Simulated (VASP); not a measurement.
The system is Cd3HgTe4.

```
Cd Hg Te
1.0
     4.37776    0.00000    0.00000
     0.00000    4.37776    0.00000
     0.00000    0.00000   12.38217
Cd Hg Te
3 1 4
Cartesian
  2.1889 2.1889 3.0955
  0.0000 0.0000 6.1911
  2.1889 2.1889 9.2866
  0.0000 0.0000 0.0000
  2.1889 0.0000 4.6433
  0.0000 2.1889 7.7389
  2.1889 0.0000 10.8344
  0.0000 2.1889 1.5478
```

| Item | Value |
| --- | --- |
| Program | VASP 6.6.1 |
| Task | relaxation of cell and atoms |
| Functional | PBE |
| Potentials or basis | VASP PAW PBE potentials, release 64 (Cd, Hg, Te) |
| Cutoff | 600 eV |
| k mesh | 4 × 4 × 2 |
| Occupations | gaussian, width 0.1 eV |
| Spin | no spin polarisation |

At the start: pressure 12.0 GPa; volume 29.66 Å³/atom.

Task: Where does the relaxation end?

Result: Over 3 steps the energy falls by 210.0 meV/atom and the volume is 36.45 Å³/atom (+22.9 %); space group P-4m2 (No. 115, to 0.1 Å) before and after.

The path:
```tsv
step	energy change (eV)	largest force (eV/Å)	pressure (GPa)	volume (Å³)
1	0.0000	0.1945	12.01	237.30
2	-1.4151	0.0181	-2.60	322.12
3	-1.6802	0.0302	0.09	291.61
```

Final structure:
```
Cd Hg Te
1.0
     4.69249    0.00000    0.00000
     0.00000    4.69249    0.00000
     0.00000    0.00000   13.24342
Cd Hg Te
3 1 4
Direct
  0.50000 0.50000 0.24996
  0.00000 0.00000 0.50000
  0.50000 0.50000 0.75004
  0.00000 0.00000 0.00000
  0.50000 0.00000 0.37499
  0.00000 0.50000 0.62501
  0.50000 0.00000 0.87447
  0.00000 0.50000 0.12553
```

Caveat: the volume moved by over 15 % at a fixed basis, so the end points are rough.
